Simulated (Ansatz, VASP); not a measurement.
**NaCl: VASP beside Ansatz**

```
Cl Na
1.0
     3.50219    0.00000    0.00000
     0.00000    3.50219    0.00000
     0.00000    0.00000    3.50219
Cl Na
1 1
Direct
  0.50000 0.50000 0.50000
  0.00000 0.00000 0.00000
```

Alike in both runs: functional revPBE; k mesh 8 × 8 × 8; occupations fermi-dirac, width 0.05 eV; no spin polarisation.

```csv
,VASP,Ansatz
version,VASP 6.6.1,Ansatz 0.2.0
potentials or method,"VASP PAW PBE potentials, release 64 (Cl, Na_pv), cutoff 500 eV","all-electron LAPW, scalar-relativistic"
task,single point,band structure
```

|  | VASP | Ansatz | Ansatz less VASP |
| --- | --- | --- | --- |
| gap on the k mesh at the Fermi level (eV) | 4.24 | 4.25 | +0.002 |
| least direct gap on the mesh (eV) | 4.73 | 4.73 | +0.003 |
| pressure (GPa) | 1.6 | 1.7 | +0.09 |

VASP's potentials were made for PBE, not for revPBE. Ansatz ran all-electron here, and VASP with PAW potentials.
